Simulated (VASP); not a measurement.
The system is MgO.

```xyz
2
Lattice="0.0000 2.1272 2.1272 2.1272 0.0000 2.1272 2.1272 2.1272 0.0000" Properties=species:S:1:pos:R:3 pbc="T T T"
Mg    0.0000    0.0000    0.0000
O     2.1272    2.1272    2.1272
```

Program: VASP 6.6.1. Alike in all runs: task single point; potentials or basis VASP PAW PBE potentials, release 64 (Mg, O); no spin polarisation; cell as given; cutoff (eV) 520.

**Question.** Order these runs on this cell by their band gap on the k mesh, lowest first.
A. level HSE06; k mesh 8 × 8 × 8; smearing fermi-dirac 0.01 eV; grid for exact exchange (PRECFOCK) Normal; share of exact exchange 0.25; screening parameter 0.2079 1/Å
B. level PBE; k mesh 11 × 11 × 11; smearing gaussian 0.01 eV
C. level r2SCAN; k mesh 11 × 11 × 11; smearing fermi-dirac 0.01 eV

**Answer.** B (4.44 eV), C (5.31 eV), A (6.12 eV).

Caveats: the cell stands under tension (at least some runs).
